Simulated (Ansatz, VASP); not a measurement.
MgB2 in VASP and in Ansatz

```
Mg B
1.0
     3.09525    0.00000    0.00000
    -1.54762    2.68057    0.00000
     0.00000    0.00000    3.53470
Mg B
1 2
Cartesian
  0.0000 0.0000 0.0000
  0.0000 1.7870 1.7674
  1.5476 0.8935 1.7674
```

Change from the starting cell: volume scaled by 1.01.

Alike in both runs: task single point; functional LDA; k mesh 12 × 12 × 9; occupations fermi-dirac, width 0.05 eV; no spin polarisation.

```csv
,VASP,Ansatz
version,VASP 6.6.1,Ansatz 0.2.0
potentials or method,"VASP PAW LDA potentials, release 64 (Mg, B), cutoff 520 eV","all-electron LAPW, scalar-relativistic"
```

```csv
,VASP,Ansatz,Ansatz less VASP
pressure (GPa),-9.5,-8.9,+0.59
"traceless stress, the component that is largest in VASP (GPa)",1.15,1.28,+0.135
```

LDA's correlation is that of Perdew and Zunger in VASP and of Perdew and Wang (1992) in Ansatz. Ansatz ran all-electron here, and VASP with PAW potentials.
